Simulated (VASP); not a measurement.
Si: single point with PBEsol

The system is Si.

```
Si
1.0
     0.00000    2.66897    2.66897
     2.66897    0.00000    2.66897
     2.66897    2.66897    0.00000
Si
2
Direct
  0.00000 0.00000 0.00000
  0.25000 0.25000 0.25000
```

* Program: VASP 6.6.1
* Task: single point
* Functional: PBEsol
* Potentials or basis: VASP PAW PBE potentials, release 64 (Si)
* Cutoff: 520 eV
* k mesh: 8 × 8 × 8
* Occupations: gaussian, width 0.01 eV
* Spin: no spin polarisation
* Dipole correction: no
* Further INCAR settings: ALGO = Normal; EDIFF = 1e-06; NBANDS = 11

```json
{
  "Pressure": "5.7 GPa",
  "Band gap on the k mesh": "0.41 eV, indirect (least direct gap 2.54 eV)"
}
```

Levels at points of the mesh, in eV from the valence-band top:
| k point | band 1 | band 2 | band 3 | band 4 | band 5 | band 6 | band 7 | band 8 |
| --- | --- | --- | --- | --- | --- | --- | --- | --- |
| (0.00, 0.00, 0.00) | -12.36 | 0.00 | 0.00 | 0.00 | 2.54 | 2.54 | 2.54 | 3.92 |
| (0.50, 0.00, 0.00) | -9.87 | -7.27 | -1.25 | -1.25 | 1.65 | 3.24 | 3.24 | 7.58 |
| (0.50, 0.50, 0.00) | -8.00 | -8.00 | -3.01 | -3.01 | 0.48 | 0.48 | 10.51 | 10.51 |

Wall time 14 s on 1 thread of Intel Xeon 8259CL (shared host), peak memory 0.15 GiB.

Caveat: the PAW data sets were made with another functional, which shifts forces and pressure a little. PBEsol gaps usually lie below the measured ones, often by a third to a half.
